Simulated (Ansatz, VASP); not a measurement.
## SrO: VASP beside Ansatz

Contents of INCAR:

```
PREC = Accurate
ENCUT = 520
EDIFF = 1E-6
ISMEAR = 0
SIGMA = 0.01
LREAL = False
LASPH = True
NELM = 100
ALGO = Normal
ISIF = 2
LWAVE = False
LCHARG = False
NBANDS = 15
```

KPOINTS

```
Automatic mesh
0
Gamma
  8 8 8
```

POSCAR

```
SrO
1.0
    0.0000000000      2.5798923523      2.5798923523
    2.5798923523      0.0000000000      2.5798923523
    2.5798923523      2.5798923523      0.0000000000
Sr O
1 1
Direct
    0.0000000000      0.0000000000      0.0000000000
    0.5000000000      0.5000000000      0.5000000000
```

Input for Ansatz:

```yaml
crystal:
  lattice:
    - [0.0, 2.5798923523, 2.5798923523]
    - [2.5798923523, 0.0, 2.5798923523]
    - [2.5798923523, 2.5798923523, 0.0]
  atoms:
    - { symbol: Sr, position: [0.0, 0.0, 0.0] }
    - { symbol: O, position: [0.5, 0.5, 0.5] }
kpoints:
  mp_grid: { grid: [8, 8, 8] }
  band_path:
    path:
      - [0.0, 0.0, 0.0]
      - [0.5, 0.0, 0.5]
      - [0.625, 0.25, 0.625]
      - [0.375, 0.375, 0.75]
      - [0.5, 0.5, 0.5]
      - [0.5, 0.25, 0.75]
      - [0.0, 0.5, 0.5]
    npoints: 1
hamiltonian:
  xc: lda
scf:
  occupations: { method: fixed }
  n_extra_bands: 4
output:
  forces: true
  stress: true
  eigenvalues: true
```

Alike in both runs: task single point; functional LDA; k mesh 8 × 8 × 8; no spin polarisation.

|  | VASP | Ansatz |
| --- | --- | --- |
| version | VASP 6.6.1 | Ansatz 0.2.0 |
| potentials or method | VASP PAW LDA potentials, release 64 (Sr_sv, O) | plane waves, PAW |
| plane-wave cutoff (eV) | 520 | 420 |
| occupations | gaussian, width 0.01 eV | fixed |
| valence electrons in the cell | 16 | 16 |

|  | VASP | Ansatz | Ansatz less VASP |
| --- | --- | --- | --- |
| gap on the k mesh at the Fermi level (eV) | 3.11 | 3.16 | +0.057 |
| pressure (GPa) | -4.5 | -5.2 | -0.65 |

LDA's correlation is that of Perdew and Zunger in VASP and of Perdew and Wang (1992) in Ansatz.
